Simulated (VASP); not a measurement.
# AlFe (Pm-3m) in VASP: a series of runs, part 2 of 2

VASP 6.6.1. Earlier steps stand in the parts before.

## Step 5: Single point, PBEsol, collinear spin, ferromagnetic start

Input file INCAR:

```
PREC     = Accurate       # precision mode
ENCUT    = 690            # plane-wave cutoff, eV
EDIFF    = 1E-6           # SCF threshold, eV
ISMEAR   = -1             # smearing method
SIGMA    = 0.05           # smearing width, eV
LREAL    = F              # projectors in reciprocal space
LASPH    = T              # aspherical terms in the spheres
NELM     = 200            # most SCF steps
ALGO     = Normal         # electronic algorithm
ISIF     = 2              # what is computed and relaxed
LWAVE    = F              # write WAVECAR
LCHARG   = F              # write CHGCAR
ISPIN    = 2              # spin polarisation
MAGMOM   = 2.2 0          # initial moments
LORBIT   = 11             # projections on sites
NUPDOWN  = 2.2            # fixed moment
LMAXMIX  = 4              # l up to which the mixer works
GGA      = PS             # functional
NBANDS   = 20             # bands
GGA_COMPAT= F
```

Input file KPOINTS:

```
Automatic mesh
0
Gamma
  8 8 8
```

Input file POSCAR:

```
AlFe
1.0
    2.9100000000      0.0000000000      0.0000000000
    0.0000000000      2.9100000000      0.0000000000
    0.0000000000      0.0000000000      2.9100000000
Fe Al
1 1
Direct
    0.5000000000      0.5000000000      0.5000000000
    0.0000000000      0.0000000000      0.0000000000
```

Potentials or basis: VASP PAW PBE potentials, release 64 (Fe_sv, Al).

Started as:

```
$ cat potpaw_PBE.64/Fe_sv/POTCAR potpaw_PBE.64/Al/POTCAR > POTCAR
$ mpirun -np 1 vasp_std > vasp.out
```

OUTCAR:

```text
PREC = Accurate
   ENCUT = 690
   EDIFF = 1E-6
   ISMEAR = -1
   LREAL = F
   LASPH = T
   NELM = 200
   ISIF = 2
   ISPIN = 2
   LORBIT = 11
   NUPDOWN = 2.2
   GGA = PS

 ion  position               nearest neighbor table
   1  0.500  0.500  0.500-   2 2.52   2 2.52   2 2.52   2 2.52   2 2.52   2 2.52   2 2.52   2 2.52

   2  0.000  0.000  0.000-   1 2.52   1 2.52   1 2.52   1 2.52   1 2.52   1 2.52   1 2.52   1 2.52

  LATTYP: Found a simple cubic cell.
 ALAT       =     2.9100000000

  Lattice vectors:

 A1 = (   2.9100000000,   0.0000000000,   0.0000000000)
 A2 = (   0.0000000000,   2.9100000000,   0.0000000000)
 A3 = (   0.0000000000,   0.0000000000,   2.9100000000)

Analysis of symmetry for initial positions (statically):
=====================================================================
 Subroutine PRICEL returns:
 Original cell was already a primitive cell.

 Routine SETGRP: Setting up the symmetry group for a
 simple cubic supercell.

 Subroutine GETGRP returns: Found 48 space group operations
 (whereof 48 operations were pure point group operations)
 out of a pool of 48 trial point group operations.

The static configuration has the point symmetry O_h .

Analysis of symmetry for dynamics (positions and initial velocities):
=====================================================================
 Subroutine PRICEL returns:
 Original cell was already a primitive cell.

 Routine SETGRP: Setting up the symmetry group for a
 simple cubic supercell.

 Subroutine GETGRP returns: Found 48 space group operations
 (whereof 48 operations were pure point group operations)
 out of a pool of 48 trial point group operations.

The dynamic configuration has the point symmetry O_h .

Analysis of structural, dynamic, and magnetic symmetry:
[... 142 lines left out ...]
 spin polarized calculation
  energy-cutoff  :      690.00
  volume of cell :       24.64
 maximum number of plane-waves:      1064
 NGX is ok and might be reduce to    28
   NGX = 13   NGY = 13   NGZ = 13

 number of electron      19.0000011 magnetization       2.2000002

 Free energy of the ion-electron system (eV)
  ---------------------------------------------------
  ext. energy  EPLUGINS =         0.00000000
  ---------------------------------------------------
  free energy    TOTEN  =       -13.47889718 eV

  energy without entropy =      -13.45909332  energy(sigma->0) =      -13.46899525

 E-fermi :  10.6970     XC(G=0): -12.3638

 val. band max:       11.2844481001   @ k =   0.5000   0.3750   0.3750
 cond. band min:      10.7004117478   @ k =   0.3750   0.3750   0.0000
 fundamental gap:     -0.5840363524
 Fermi energy:        11.4407354257

 spin component 1

 k-point     1 :       0.0000    0.0000    0.0000
  band No.  band energies     occupation
      1     -76.8018      1.00000
      2     -42.9775      1.00000
      3     -42.9775      1.00000
      4     -42.9775      1.00000
      5       0.1379      1.00000
      6       7.4029      1.00000
[... 541 lines left out ...]
     19      30.0979      0.00000
     20      31.3835      0.00000

 [... further k-points ...]

 spin component 2

 k-point     1 :       0.0000    0.0000    0.0000
  band No.  band energies     occupation
      1     -74.3977      1.00000
      2     -40.6270      1.00000
      3     -40.6270      1.00000
      4     -40.6270      1.00000
      5       0.3062      1.00000
      6       8.9371      1.00000
[... 541 lines left out ...]
     19      30.4902      0.00000
     20      31.5206      0.00000

 [... further k-points ...]
[... 5 lines left out ...]
  --------------------------------------------------------------------------------------
  -------------------------------------------------------------------------------------
  Total        0.1916621      0.1916621      0.1916621      0.0000000      0.0000000     -0.0000000
  in kB       12.4614267     12.4614267     12.4614267      0.0000000      0.0000000     -0.0000000
  external PRESSURE =      12.4614267 kB  Pullay stress =       0.0000000 kB

 VOLUME and BASIS-vectors are now :
 -----------------------------------------------------------------------------
  energy-cutoff  :      690.00
  volume of cell :       24.64
      direct lattice vectors                 reciprocal lattice vectors
     2.910000000  0.000000000  0.000000000     0.343642612  0.000000000  0.000000000
     0.000000000  2.910000000  0.000000000     0.000000000  0.343642612  0.000000000
     0.000000000  0.000000000  2.910000000     0.000000000  0.000000000  0.343642612

 POSITION                                       TOTAL-FORCE (eV/Angst)
 -----------------------------------------------------------------------------------
      1.45500      1.45500      1.45500         0.000000      0.000000      0.000000
      0.00000      0.00000      0.00000         0.000000      0.000000      0.000000
 -----------------------------------------------------------------------------------
    total drift:                                0.000000      0.000000      0.000000

  FREE ENERGIE OF THE ION-ELECTRON SYSTEM (eV)
  ---------------------------------------------------
  free  energy   TOTEN  =       -13.4788971809 eV

  energy  without entropy=      -13.4590933161  energy(sigma->0) =      -13.46899525

 total charge

# of ion       s       p       d       tot
------------------------------------------
    1        2.168   6.025   5.620  13.812
    2        0.395   0.438   0.000   0.833
--------------------------------------------------
tot          2.563   6.463   5.620  14.645

 magnetization (x)

# of ion       s       p       d       tot
------------------------------------------
    1        0.013   0.014   2.047   2.073
    2       -0.015  -0.014   0.000  -0.029
--------------------------------------------------
tot         -0.002  -0.000   2.047   2.044
```

Wall time 38 s (1 thread of Intel Xeon Platinum 8375C at 2.90GHz (Ice Lake), shared host); peak memory 0.19 GiB.

What came out:

- Free energy: -13.4789 eV
- Pressure: 1.2 GPa
- Net moment: 2.20 μB per cell
- Site moments: Fe +2.07; Al -0.03 μB
- Valence electrons inside the program's atomic spheres: Fe 13.81; Al 0.83

Caveat: the PAW data sets were made with another functional, which shifts forces and pressure a little; the total moment is fixed, so each spin has its own Fermi level and the state may be an excited one.

## Step 6: Single point, PBEsol, collinear spin, ferromagnetic start

Input file INCAR:

```
PREC = Accurate ; ENCUT = 690
EDIFF = 1E-6 ; ISMEAR = -1
SIGMA = 0.05 ; LREAL = F
LASPH = T ; NELM = 200
ALGO = Normal ; ISIF = 2
LWAVE = F ; LCHARG = F
ISPIN = 2 ; MAGMOM = 4.5 0
LORBIT = 11 ; NUPDOWN = 4.5
LMAXMIX = 4 ; GGA = PS
NBANDS = 20 ; GGA_COMPAT = F
```

Input file KPOINTS:

```
regular mesh
0
Gamma
  8 8 8
```

POSCAR is that of step 5.

Potentials or basis: VASP PAW PBE potentials, release 64 (Fe_sv, Al).

Started as:

```
$ cat potpaw_PBE.64/Fe_sv/POTCAR potpaw_PBE.64/Al/POTCAR > POTCAR
$ mpirun -np 1 vasp_std > vasp.out
```

It took 48 s on 1 thread of Intel Xeon Platinum 8259CL at 2.50GHz (Skylake/Cascade Lake), shared host; peak memory 0.19 GiB.

It converged, with:

```
Free energy                                           : -10.2026 eV
Pressure                                              : 40.6 GPa
Net moment                                            : 4.50 μB per cell
Site moments                                          : Fe +3.35; Al +0.15 μB
Valence electrons inside the program's atomic spheres : Fe 13.65; Al 0.89
```

Caveat: the cell stands under pressure; the PAW data sets were made with another functional, which shifts forces and pressure a little; the total moment is fixed, so each spin has its own Fermi level and the state may be an excited one.

## Step 7: Overview

| fixed moment (μB) | pressure (GPa) | moment (μB) |
| --- | --- | --- |
| 3.0 | 11.0 | 3.00 |
| 1.5 | -5.7 | 1.50 |
| 6.0 | 75.3 | 6.00 |
| 2.2 | 1.2 | 2.20 |
| 4.5 | 40.6 | 4.50 |

Alike in all rows: task single point; level PBEsol; potentials or basis VASP PAW PBE potentials, release 64 (Fe_sv, Al); spin collinear, ferromagnetic start; cell as given; k mesh 8 × 8 × 8; cutoff (eV) 690; smearing fermi-dirac 0.05 eV.

Caveats: the PAW data sets were made with another functional, which shifts forces and pressure a little; the total moment is fixed, so each spin has its own Fermi level and the state may be an excited one; the cell stands under pressure (at least some runs); the cell stands under tension (at least some runs).

Total energies depend on the potentials used, so only differences within one code and one set of settings carry meaning.
